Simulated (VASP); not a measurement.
# C (Fd-3m) in VASP: notebook

C is run at these levels: PBE, r2SCAN, HSE06, PBE0; tasks: single point, relaxation of cell and atoms.

Program: VASP 6.6.1. These are calculated values, not measurements. Logs are shortened: lines on timing, memory, paths and dates and some standing lists are left out, and cuts for length are marked.

### 1 The cell of the first run

The structure is cubic, space group Fd-3m (No. 227). Conventional cell: a = 3.560 Å, b = 3.560 Å, c = 3.560 Å, α = 90.00°, β = 90.00°, γ = 90.00°. C (site symmetry -43m) has 4 C at 1.54 Å within 2.1 Å.

### 2 Single point, PBE

INCAR reads:

```
PREC     = Accurate       # precision mode
ENCUT    = 520            # plane-wave cutoff, eV
EDIFF    = 1E-6           # SCF threshold, eV
ISMEAR   = -1             # smearing method
SIGMA    = 0.02           # smearing width, eV
LREAL    = F              # projectors in reciprocal space
LASPH    = T              # aspherical terms in the spheres
NELM     = 60             # most SCF steps
ALGO     = Normal         # electronic algorithm
ISIF     = 2              # what is computed and relaxed
LWAVE    = F              # write WAVECAR
LCHARG   = F              # write CHGCAR
GGA      = PE             # functional
NBANDS   = 11             # bands
```

KPOINTS reads:

```
Automatic mesh
0
Gamma
  12 12 12
```

POSCAR reads:

```
C
1.0
    0.0000000000      1.7801241434      1.7801241434
    1.7801241434      0.0000000000      1.7801241434
    1.7801241434      1.7801241434      0.0000000000
C
2
Direct
    0.0000000000      0.0000000000      0.0000000000
    0.2500000000      0.2500000000      0.2500000000
```

Potentials or basis: VASP PAW PBE potentials, release 64 (C).

Run with:

```bash
$ cat potpaw_PBE.64/C/POTCAR > POTCAR
$ mpirun -np 1 vasp_std > vasp.out
```

OUTCAR:

```text
PREC = Accurate
   ENCUT = 520
   EDIFF = 1E-6
   ISMEAR = -1
   LREAL = F
   LASPH = T
   NELM = 60
   ISIF = 2
   GGA = PE

 ion  position               nearest neighbor table
   1  0.000  0.000  0.000-   2 1.54   2 1.54   2 1.54   2 1.54
   2  0.250  0.250  0.250-   1 1.54   1 1.54   1 1.54   1 1.54

  LATTYP: Found a face centered cubic cell.
 ALAT       =     3.5602482868

  Lattice vectors:

 A1 = (   0.0000000000,   1.7801241434,   1.7801241434)
 A2 = (   1.7801241434,   0.0000000000,   1.7801241434)
 A3 = (   1.7801241434,   1.7801241434,   0.0000000000)

Analysis of symmetry for initial positions (statically):
=====================================================================
 Subroutine PRICEL returns:
 Original cell was already a primitive cell.

 Routine SETGRP: Setting up the symmetry group for a
 face centered cubic supercell.

 Subroutine GETGRP returns: Found 48 space group operations
 (whereof 24 operations were pure point group operations)
 out of a pool of 48 trial point group operations.

The static configuration has the point symmetry T_d .
 The point group associated with its full space group is O_h .

Analysis of symmetry for dynamics (positions and initial velocities):
=====================================================================
 Subroutine PRICEL returns:
 Original cell was already a primitive cell.

 Routine SETGRP: Setting up the symmetry group for a
 face centered cubic supercell.

 Subroutine GETGRP returns: Found 48 space group operations
 (whereof 24 operations were pure point group operations)
 out of a pool of 48 trial point group operations.

The dynamic configuration has the point symmetry T_d .
 The point group associated with its full space group is O_h .

 Subroutine INISYM returns: Found 48 space group operations
 (whereof 24 operations are pure point group operations),
 and found     1 'primitive' translations

----------------------------------------------------------------------------------------

                                     Primitive cell

  volume of cell :      11.2819

  direct lattice vectors                    reciprocal lattice vectors
     0.000000000  1.780124143  1.780124143    -0.280879287  0.280879287  0.280879287
     1.780124143  0.000000000  1.780124143     0.280879287 -0.280879287  0.280879287
     1.780124143  1.780124143  0.000000000     0.280879287  0.280879287 -0.280879287

  length of vectors
     2.517475706  2.517475706  2.517475706     0.486497196  0.486497196  0.486497196

  position of ions in fractional coordinates (direct lattice)
     0.000000000  0.000000000  0.000000000
     0.250000000  0.250000000  0.250000000

  ion indices of the primitive-cell ions
   primitive index   ion index
                 1           1
                 2           2

----------------------------------------------------------------------------------------

 KPOINTS: Automatic mesh

Automatic generation of k-mesh.
 Grid dimensions read from file:
 generate k-points for:   12   12   12

 Generating k-lattice:

  Cartesian coordinates                     Fractional coordinates (reciprocal lattice)
    -0.023406607  0.023406607  0.023406607     0.083333333  0.000000000  0.000000000
     0.023406607 -0.023406607  0.023406607     0.000000000  0.083333333  0.000000000
     0.023406607  0.023406607 -0.023406607     0.000000000  0.000000000  0.083333333

  Length of vectors
     0.040541433  0.040541433  0.040541433

  Shift w.r.t. Gamma in fractional coordinates (k-lattice)
     0.000000000  0.000000000  0.000000000

 Subroutine IBZKPT returns following result:
 ===========================================

 Found     72 irreducible k-points:

 Following reciprocal coordinates:
            Coordinates               Weight
  0.000000  0.000000  0.000000      1.000000
  0.083333  0.000000  0.000000      8.000000
  0.166667  0.000000  0.000000      8.000000
  0.250000  0.000000  0.000000      8.000000
  0.333333  0.000000  0.000000      8.000000
  0.416667  0.000000  0.000000      8.000000
[... 16 lines left out ...]
  0.500000  0.166667  0.000000     24.000000
 -0.416667  0.166667  0.000000     24.000000
 [... further k-points ...]
   k-points           NKPTS =     72   k-points in BZ     NKDIM =     72   number of bands    NBANDS=     11
   number of dos      NEDOS =    301   number of ions     NIONS =      2
   total plane-waves  NPLWV =   8000
   dimension x,y,z NGX =    20 NGY =   20 NGZ =   20
   dimension x,y,z NGXF=    40 NGYF=   40 NGZF=   40
   ions per type =               2
   NGX,Y,Z   is equivalent  to a cutoff of  13.21, 13.21, 13.21 a.u.
   NGXF,Y,Z  is equivalent  to a cutoff of  26.41, 26.41, 26.41 a.u.
 SYSTEM =  unknown system
   PREC   = accura    normal or accurate (medium, high low for compatibility)
   ISTART =      0    job   : 0-new  1-cont  2-samecut
   ICHARG =      2    charge: 1-file 2-atom 10-const
   ISPIN  =      1    spin polarized calculation?
   LNONCOLLINEAR =      F non collinear calculations
   LSORBIT =      F    spin-orbit coupling
   LASPH  =      T    aspherical Exc in radial PAW
   ENCUT  =  520.0 eV  38.22 Ry    6.18 a.u.   4.68  4.68  4.68*2*pi/ulx,y,z
   NELM   =     60;   NELMIN=  2; NELMDL= -5     # of ELM steps
   EDIFF  = 0.1E-05   stopping-criterion for ELM
   LREAL  =      F    real-space projection
   EDIFFG = 0.1E-04   stopping-criterion for IOM
   NSW    =      0    number of steps for IOM
   IBRION =     -1    ionic relax: 0-MD 1-quasi-New 2-CG
   NFREE  =      0    steps in history (QN), initial steepest desc. (CG)
   ISIF   =      2    stress and relaxation
   ISYM   =      2    0-nonsym 1-usesym 2-fastsym
   POTIM  = 0.5000    time-step for ionic-motion
   TEBEG  =    0.0;   TEEND  =   0.0 temperature during run
   PSTRESS=    0.0 pullay stress
   NELECT =       8.0000    total number of electrons
   NUPDOWN=      -1.0000    fix difference up-down
   EMIN   =  10.00;   EMAX   =-10.00  energy-range for DOS
   EFERMI =   0.00;   METHOD = LEGACY
   ISMEAR =    -1;   SIGMA  =   0.02  broadening in eV -4-tet -1-fermi 0-gaus
   EFERMI_NEDOS =   21; number of points for ismear=-14 and -15
   IALGO  =     38    algorithm
   IMIX   =      4    mixing-type and parameters
     AMIX     =   0.40;   BMIX     =  1.00
     AMIX_MAG =   1.60;   BMIX_MAG =  1.00
  volume/ion in A,a.u.               =       5.64        38.07
  Fermi-wavevector in a.u.,A,eV,Ry     =   1.459860  2.758735 28.996616  2.131191
  Thomas-Fermi vector in A             =   2.576377
   LORBIT       =      0    0 simple, 1 ext, 2 COOP (PROOUT), +10 PAW based schemes
   GGA     = PE    functional components
   LHFCALC =     F    Hartree Fock is set to
   AEXX    =    0.0000 exact exchange contribution
   IVDW    =     0    specifies the selected vdW correction
   LEPSILON=     F    determine dielectric tensor
   LRPA    =     F    only Hartree local field effects (RPA)
 non-spin polarized calculation
  energy-cutoff  :      520.00
  volume of cell :       11.28
 maximum number of plane-waves:       313
   NGX =  9   NGY =  9   NGZ =  9

 number of electron       7.9999999 magnetization

 Free energy of the ion-electron system (eV)
  ---------------------------------------------------
  ext. energy  EPLUGINS =         0.00000000
  ---------------------------------------------------
  free energy    TOTEN  =       -18.18374909 eV

  energy without entropy =      -18.18374909  energy(sigma->0) =      -18.18374909

 E-fermi :  10.2874     XC(G=0): -13.2784

 val. band max:        9.8093147423   @ k =   0.0000   0.0000   0.0000
 cond. band min:      13.9747321477   @ k =   0.3333   0.3333   0.0000
 fundamental gap:      4.1654174055
 Fermi energy:        10.2873586612

 k-point     1 :       0.0000    0.0000    0.0000
  band No.  band energies     occupation
      1     -11.7417      2.00000
      2       9.8093      2.00000
      3       9.8093      2.00000
      4       9.8093      2.00000
      5      15.4142      0.00000
      6      15.4142      0.00000
      7      15.4142      0.00000
      8      23.2668      0.00000
      9      29.1732      0.00000
     10      36.4038      0.00000
     11      36.4038      0.00000

 k-point     2 :       0.0833    0.0000    0.0000
  band No.  band energies     occupation
      1     -11.5485      2.00000
      2       8.5778      2.00000
      3       9.4847      2.00000
      4       9.4847      2.00000
      5      15.8400      0.00000
      6      15.8400      0.00000
      7      16.1357      0.00000
      8      23.4281      0.00000
      9      29.4944      0.00000
     10      34.2684      0.00000
     11      34.2684      0.00000

 k-point     3 :       0.1667    0.0000    0.0000
  band No.  band energies     occupation
      1     -10.9716      2.00000
      2       6.0378      2.00000
      3       8.7803      2.00000
      4       8.7803      2.00000
      5      16.7638      0.00000
      6      16.7638      0.00000
      7      17.2387      0.00000
      8      23.8899      0.00000
      9      30.1648      0.00000
     10      32.6662      0.00000
     11      32.6662      0.00000

 k-point     4 :       0.2500    0.0000    0.0000
  band No.  band energies     occupation
      1     -10.0194      2.00000
      2       3.1922      2.00000
      3       8.0542      2.00000
      4       8.0542      2.00000
      5      17.6241      0.00000
      6      17.6241      0.00000
      7      18.0058      0.00000
      8      24.5363      0.00000
      9      30.5946      0.00000
     10      32.2502      0.00000
     11      32.2502      0.00000

 k-point     5 :       0.3333    0.0000    0.0000
  band No.  band energies     occupation
      1      -8.7129      2.00000
      2       0.4027      2.00000
      3       7.4780      2.00000
      4       7.4780      2.00000
      5      18.1117      0.00000
      6      18.1117      0.00000
      7      18.4432      0.00000
      8      25.1311      0.00000
      9      30.8371      0.00000
     10      33.0904      0.00000
     11      33.0904      0.00000
[... 211 lines left out ...]
 k-point    21 :       0.3333    0.1667    0.0000
  band No.  band energies     occupation
      1      -8.9515      2.00000
      2       2.5609      2.00000
      3       5.9538      2.00000
      4       6.3718      2.00000
      5      15.8431      0.00000
      6      20.6507      0.00000
      7      20.7098      0.00000
      8      21.6321      0.00000
      9      30.8111      0.00000
     10      31.5763      0.00000
     11      36.9133      0.00000

 k-point    22 :       0.4167    0.1667    0.0000
  band No.  band energies     occupation
      1      -7.5522      2.00000
      2      -0.0012      2.00000
      3       5.5230      2.00000
      4       5.7345      2.00000
      5      16.5065      0.00000
      6      20.8421      0.00000
      7      20.9882      0.00000
      8      22.5423      0.00000
      9      30.9554      0.00000
     10      32.3635      0.00000
     11      37.2915      0.00000

 k-point    23 :       0.5000    0.1667    0.0000
  band No.  band energies     occupation
      1      -5.9613      2.00000
      2      -2.2521      2.00000
      3       4.8017      2.00000
      4       5.8224      2.00000
      5      16.9286      0.00000
      6      20.5682      0.00000
      7      21.1082      0.00000
      8      24.1514      0.00000
      9      30.0176      0.00000
     10      33.7322      0.00000
     11      36.4782      0.00000

 k-point    24 :      -0.4167    0.1667    0.0000
  band No.  band energies     occupation
      1      -5.5273      2.00000
      2      -2.7725      2.00000
      3       4.3125      2.00000
      4       6.2029      2.00000
      5      17.3685      0.00000
      6      20.0756      0.00000
      7      21.0856      0.00000
      8      25.3172      0.00000
      9      29.3212      0.00000
     10      34.0578      0.00000
     11      34.4874      0.00000

 [... further k-points ...]
[... 5 lines left out ...]
  --------------------------------------------------------------------------------------
  -------------------------------------------------------------------------------------
  Total        0.3453100      0.3453100      0.3453100     -0.0000000     -0.0000000      0.0000000
  in kB       49.0386874     49.0386874     49.0386874     -0.0000000     -0.0000000      0.0000000
  external PRESSURE =      49.0386874 kB  Pullay stress =       0.0000000 kB

 VOLUME and BASIS-vectors are now :
 -----------------------------------------------------------------------------
  energy-cutoff  :      520.00
  volume of cell :       11.28
      direct lattice vectors                 reciprocal lattice vectors
     0.000000000  1.780124143  1.780124143    -0.280879287  0.280879287  0.280879287
     1.780124143  0.000000000  1.780124143     0.280879287 -0.280879287  0.280879287
     1.780124143  1.780124143  0.000000000     0.280879287  0.280879287 -0.280879287

 POSITION                                       TOTAL-FORCE (eV/Angst)
 -----------------------------------------------------------------------------------
      0.00000      0.00000      0.00000        -0.000000      0.000000      0.000000
      0.89006      0.89006      0.89006         0.000000     -0.000000     -0.000000
 -----------------------------------------------------------------------------------
    total drift:                                0.000000      0.000000      0.000000

  FREE ENERGIE OF THE ION-ELECTRON SYSTEM (eV)
  ---------------------------------------------------
  free  energy   TOTEN  =       -18.1837490878 eV

  energy  without entropy=      -18.1837490878  energy(sigma->0) =      -18.18374909
```

It took 13 s on 1 thread of Intel Xeon 8259CL, shared host; peak memory 0.12 GiB.

Results:

| Item | Value |
| --- | --- |
| Free energy | -18.1837 eV |
| Pressure | 4.9 GPa |
| Band gap on the k mesh | 4.17 eV (least direct gap 5.60 eV) |

Caveat: the cell stands under pressure. A k mesh can miss the band edges.

(Continued in part 2 of 3.)
